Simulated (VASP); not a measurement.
# Ti in VASP: further runs

The runs below take Ti through single point, with PBE.

Everything below comes from runs of VASP 6.6.1. Logs are shortened: lines on timing, memory, paths and dates and some standing lists are left out, and cuts for length are marked.

## (1) The cell of the first run

The cell holds a wire or tube with vacuum around it, 5 atoms: a = 11.300 Å, b = 12.600 Å, c = 2.796 Å, α = 90.00°, β = 90.00°, γ = 90.00°.

## (2) Single point, PBE

The input, INCAR:

```
  PREC = Accurate
  ENCUT = 520
  EDIFF = 1E-6
  ISMEAR = 0
  SIGMA = 0.05
  LREAL = False
  LASPH = True
  NELM = 60
  ALGO = Normal
  ISIF = 2
  LWAVE = False
  LCHARG = True
  GGA = PE
  LELF = True
  LVHAR = True
  NBANDS = 38
```

The input, KPOINTS:

```
Automatic mesh
0
Gamma
  1 1 12
```

The input, POSCAR:

```
Ti
1.0
   11.3000000000      0.0000000000      0.0000000000
    0.0000000000     12.6000000000      0.0000000000
    0.0000000000      0.0000000000      2.7961184020
Ti
5
Direct
    0.5424440020      0.6793158893      0.0000000000
    0.3775598507      0.5839795237      0.5000000000
    0.3070589318      0.3933957177      0.5000000000
    0.5064908752      0.4265872660      0.0000000000
    0.6645883742      0.5459083305      0.5000000000
```

Potentials or basis: VASP PAW PBE potentials, release 64 (Ti_sv).

Started as:

```sh
$ cat potpaw_PBE.64/Ti_sv/POTCAR > POTCAR
$ mpirun -np 1 vasp_std > vasp.out
```

OUTCAR:

```text
PREC = Accurate
   ENCUT = 520
   EDIFF = 1E-6
   ISMEAR = 0
   LREAL = False
   LASPH = True
   NELM = 60
   ISIF = 2
   GGA = PE

 ion  position               nearest neighbor table
   1  0.542  0.679  0.000-   5 2.59   5 2.59   2 2.62   2 2.62
   2  0.378  0.584  0.500-   3 2.53   1 2.62   1 2.62   4 2.83   4 2.83
   3  0.307  0.393  0.500-   2 2.53   4 2.68   4 2.68
   4  0.506  0.427  0.000-   3 2.68   3 2.68   5 2.72   5 2.72   2 2.83   2 2.83
   5  0.665  0.546  0.500-   1 2.59   1 2.59   4 2.72   4 2.72

  LATTYP: Found a simple orthorhombic cell.
 ALAT       =     2.7961184020
 B/A-ratio  =     4.0413167024
 C/A-ratio  =     4.5062469425

  Lattice vectors:

 A1 = (   0.0000000000,   0.0000000000,   2.7961184020)
 A2 = (  11.3000000000,   0.0000000000,   0.0000000000)
 A3 = (   0.0000000000,  12.6000000000,   0.0000000000)

Analysis of symmetry for initial positions (statically):
=====================================================================
 Subroutine PRICEL returns:
 Original cell was already a primitive cell.

 Routine SETGRP: Setting up the symmetry group for a
 simple orthorhombic supercell.

 Subroutine GETGRP returns: Found  2 space group operations
 (whereof  2 operations were pure point group operations)
 out of a pool of  8 trial point group operations.

The static configuration has the point symmetry C_1h.

Analysis of symmetry for dynamics (positions and initial velocities):
=====================================================================
 Subroutine PRICEL returns:
 Original cell was already a primitive cell.

 Routine SETGRP: Setting up the symmetry group for a
 simple orthorhombic supercell.

 Subroutine GETGRP returns: Found  2 space group operations
 (whereof  2 operations were pure point group operations)
 out of a pool of  8 trial point group operations.

The dynamic configuration has the point symmetry C_1h.

 Subroutine INISYM returns: Found  2 space group operations
 (whereof  2 operations are pure point group operations),
 and found     1 'primitive' translations

----------------------------------------------------------------------------------------

                                     Primitive cell

  volume of cell :     398.1113

  direct lattice vectors                    reciprocal lattice vectors
    11.300000000  0.000000000  0.000000000     0.088495575  0.000000000  0.000000000
[... 74 lines left out ...]
   EDIFF  = 0.1E-05   stopping-criterion for ELM
   LREAL  =      F    real-space projection
   EDIFFG = 0.1E-04   stopping-criterion for IOM
   NSW    =      0    number of steps for IOM
   IBRION =     -1    ionic relax: 0-MD 1-quasi-New 2-CG
   NFREE  =      0    steps in history (QN), initial steepest desc. (CG)
   ISIF   =      2    stress and relaxation
   ISYM   =      2    0-nonsym 1-usesym 2-fastsym
   POTIM  = 0.5000    time-step for ionic-motion
   TEBEG  =    0.0;   TEEND  =   0.0 temperature during run
   PSTRESS=    0.0 pullay stress
   NELECT =      60.0000    total number of electrons
   NUPDOWN=      -1.0000    fix difference up-down
   EMIN   =  10.00;   EMAX   =-10.00  energy-range for DOS
   EFERMI =   0.00;   METHOD = LEGACY
   ISMEAR =     0;   SIGMA  =   0.05  broadening in eV -4-tet -1-fermi 0-gaus
   EFERMI_NEDOS =   21; number of points for ismear=-14 and -15
   IALGO  =     38    algorithm
   IMIX   =      4    mixing-type and parameters
     AMIX     =   0.40;   BMIX     =  1.00
     AMIX_MAG =   1.60;   BMIX_MAG =  1.00
  volume/ion in A,a.u.               =      79.62       537.32
  Fermi-wavevector in a.u.,A,eV,Ry     =   0.871212  1.646352 10.326957  0.759010
  Thomas-Fermi vector in A             =   1.990287
   LORBIT       =      0    0 simple, 1 ext, 2 COOP (PROOUT), +10 PAW based schemes
   GGA     = PE    functional components
   LHFCALC =     F    Hartree Fock is set to
   AEXX    =    0.0000 exact exchange contribution
   IVDW    =     0    specifies the selected vdW correction
   LEPSILON=     F    determine dielectric tensor
   LRPA    =     F    only Hartree local field effects (RPA)
 non-spin polarized calculation
 Gauss-broadening in eV      SIGMA  =   0.05
  energy-cutoff  :      520.00
  volume of cell :      398.11
 maximum number of plane-waves:     10770
   NGX = 43   NGY = 47   NGZ = 11

 number of electron      59.9999994 magnetization

 Free energy of the ion-electron system (eV)
  ---------------------------------------------------
  ext. energy  EPLUGINS =         0.00000000
  ---------------------------------------------------
  free energy    TOTEN  =       -31.95976183 eV

  energy without entropy =      -31.94175699  energy(sigma->0) =      -31.95075941

 E-fermi :  -0.7454     XC(G=0):  -4.0314

 val. band max:       -0.7831902387   @ k =   0.0000   0.0000   0.2500
 cond. band min:      -0.7435078352   @ k =   0.0000   0.0000   0.5000
 fundamental gap:      0.0396824035
 Fermi energy:        -0.7453844386

 k-point     1 :       0.0000    0.0000    0.0000
  band No.  band energies     occupation
      1     -57.6422      2.00000
      2     -57.4478      2.00000
      3     -57.3099      2.00000
      4     -57.3070      2.00000
      5     -57.1853      2.00000
      6     -34.2450      2.00000
[... 276 lines left out ...]
     37       1.0401      0.00000
     38       1.2249      0.00000

------------------------ aborting loop because EDIFF is reached ----------------------------------------

  FORCE on cell =-STRESS in cart. coord.  units (eV):
  Direction    XX          YY          ZZ          XY          YZ          ZX
  --------------------------------------------------------------------------------------
  -------------------------------------------------------------------------------------
  Total       -0.2593967     -0.1457009     -0.1571155      0.0032798      0.0000000      0.0000000
  in kB       -1.0439279     -0.5863655     -0.6323027      0.0131992      0.0000000      0.0000000
  external PRESSURE =      -0.7541987 kB  Pullay stress =       0.0000000 kB

 VOLUME and BASIS-vectors are now :
 -----------------------------------------------------------------------------
  energy-cutoff  :      520.00
  volume of cell :      398.11
      direct lattice vectors                 reciprocal lattice vectors
    11.300000000  0.000000000  0.000000000     0.088495575  0.000000000  0.000000000
     0.000000000 12.600000000  0.000000000     0.000000000  0.079365079  0.000000000
     0.000000000  0.000000000  2.796118402     0.000000000  0.000000000  0.357638646

 POSITION                                       TOTAL-FORCE (eV/Angst)
 -----------------------------------------------------------------------------------
      6.12962      8.55938      0.00000        -0.005379     -0.022217      0.000000
      4.26643      7.35814      1.39806         0.031305     -0.006660      0.000000
      3.46977      4.95679      1.39806         0.009206      0.003008      0.000000
      5.72335      5.37500      0.00000        -0.007327      0.034041      0.000000
      7.50985      6.87844      1.39806        -0.027806     -0.008171      0.000000
 -----------------------------------------------------------------------------------
    total drift:                               -0.000166     -0.000118      0.000000

  FREE ENERGIE OF THE ION-ELECTRON SYSTEM (eV)
  ---------------------------------------------------
  free  energy   TOTEN  =       -31.9597618265 eV

  energy  without entropy=      -31.9417569858  energy(sigma->0) =      -31.95075941
```

stdout:

```text
POSCAR found type information on POSCAR Ti
 POSCAR found :  1 types and       5 ions
 scaLAPACK will be used
 LDA part: xc-table for (Slater+PW92), standard interpolation
 POSCAR, INCAR and KPOINTS ok, starting setup
 FFT: planning ... GRIDC
 FFT: planning ... GRID_SOFT
 FFT: planning ... GRID
 WAVECAR not read
 entering main loop
```

Run time: 2.2 min. Hardware: 1 thread of Intel Xeon 6975P-C (Granite Rapids), shared host; peak memory 0.43 GiB.

Results:

```
Free energy            : -31.9598 eV
Largest force          : 0.035 eV/Å
Band gap on the k mesh : zero (bands 30 and 31 overlap by 0.06 eV)
```

Forces in eV/Å, atoms in the order of the input:
```
Ti  -0.005 -0.022  0.000
Ti   0.031 -0.007  0.000
Ti   0.009  0.003  0.000
Ti  -0.007  0.034  0.000
Ti  -0.028 -0.008  0.000
```

## (3) Single point, PBE

This run uses another cell than the first one.

The input, INCAR:

```
ALGO = Normal ; EDIFF = 1E-6
ENCUT = 520 ; GGA = PE
ISIF = 2 ; ISMEAR = 0
LASPH = True ; LCHARG = False
LREAL = False ; LWAVE = False
NBANDS = 38 ; NELM = 60
PREC = Accurate ; SIGMA = 0.05
```

The input, KPOINTS:

```
k-points
0
Gamma
  1 1 12
```

The input, POSCAR:

```
Ti
1.0
   11.3000000000      0.0000000000      0.0000000000
    0.0000000000     12.6000000000      0.0000000000
    0.0000000000      0.0000000000      4.6039800672
Ti
5
Direct
    0.6018579661      0.6291867272      0.0000000000
    0.3981420339      0.6291867272      0.5000000000
    0.3981420339      0.3708132728      0.5000000000
    0.3981420339      0.5000000000      0.0000000000
    0.6018579661      0.5000000000      0.5000000000
```

Potentials or basis: VASP PAW PBE potentials, release 64 (Ti_sv).

Started as:

```sh
$ cat potpaw_PBE.64/Ti_sv/POTCAR > POTCAR
$ mpirun -np 1 vasp_std > vasp.out
```

Wall time 4.5 min (1 thread of Intel Xeon 6975P-C (Granite Rapids), shared host); peak memory 0.63 GiB.

Results (log left out):

```
Free energy            : -27.9250 eV
Largest force          : 2.294 eV/Å
Band gap on the k mesh : zero (bands 30 and 31 overlap by 0.06 eV)
```

Forces on the atoms (eV/Å):
```
Ti  -1.369 -0.094  0.000
Ti   1.522 -1.716  0.000
Ti   0.395  1.895  0.000
Ti   1.513 -0.013  0.000
Ti  -2.061 -0.071  0.000
```

Levels at points of the mesh, in eV from the Fermi level:
| k point | band 27 | band 28 | band 29 | band 30 | band 31 | band 32 | band 33 | band 34 |
| --- | --- | --- | --- | --- | --- | --- | --- | --- |
| (0.00, 0.00, 0.00) | -0.32 | -0.28 | -0.25 | 0.02 | 0.09 | 0.17 | 0.24 | 0.41 |
| (0.00, 0.00, 0.50) | -0.42 | -0.33 | -0.13 | -0.07 | -0.02 | 0.14 | 0.26 | 0.38 |
